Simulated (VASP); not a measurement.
InP, 2 atoms in the cell. It takes space group Fm-3m (No. 225, cubic). Conventional cell: a = 5.538 Å, b = 5.538 Å, c = 5.538 Å, α = 90.00°, β = 90.00°, γ = 90.00°. Within 3.6 Å of In (site symmetry m-3m) lie 6 P at 2.77 Å. P (site symmetry m-3m) has 6 In at 2.77 Å within 3.6 Å. 

| Property | Result |
| --- | --- |
| Program | VASP 6.6.1 |
| Task | single point |
| Functional | PBE |
| Potentials or basis | VASP PAW PBE potentials, release 64 (In_d, P) |
| Cutoff | 520 eV |
| k mesh | 8 × 8 × 8 |
| Occupations | gaussian, width 0.011 eV |
| Spin | no spin polarisation |
| Dipole correction | no |
| Further INCAR settings | ALGO = Normal; EDIFF = 1e-06; NBANDS = 16 |

Potentials or basis: VASP PAW PBE potentials, release 64 (In_d, P).

Run with:

```bash
$ cat potpaw_PBE.64/In_d/POTCAR potpaw_PBE.64/P/POTCAR > POTCAR
$ mpirun -np 1 vasp_std > vasp.out
```

Hardware: 1 thread of Intel(R) Xeon(R) Platinum 8488C (Sapphire Rapids), on a shared host.

Estimate the wall time of this run.

Wall time 15 s on 1 thread of Intel(R) Xeon(R) Platinum 8488C (Sapphire Rapids), with other jobs on the host, peak memory 0.17 GiB. Counts: scf iterations 12, k points 29.
